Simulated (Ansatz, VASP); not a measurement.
BaS in VASP and in Ansatz

```
Ba S
1.0
     0.00000    3.21180    3.21180
     3.21180    0.00000    3.21180
     3.21180    3.21180    0.00000
Ba S
1 1
Direct
  0.00000 0.00000 0.00000
  0.50000 0.50000 0.50000
```

Alike in both runs: task single point; functional r2SCAN; k mesh 6 × 6 × 6; no spin polarisation.

|  | VASP | Ansatz |
| --- | --- | --- |
| version | VASP 6.6.1 | Ansatz 0.2.0 |
| potentials or method | VASP PAW PBE potentials, release 64 (Ba_sv, S) | plane waves, PAW |
| plane-wave cutoff (eV) | 550 | 500 |
| occupations | gaussian, width 0.01 eV | fixed |
| valence electrons in the cell | 16 | 16 |

```csv
,VASP,Ansatz,Ansatz less VASP
gap on the k mesh at the Fermi level (eV),2.49,2.58,+0.087
pressure (GPa),0.6,0.0,-0.56
```

VASP's potentials were made for PBE, not for r2SCAN.

Spin-orbit coupling is off throughout.
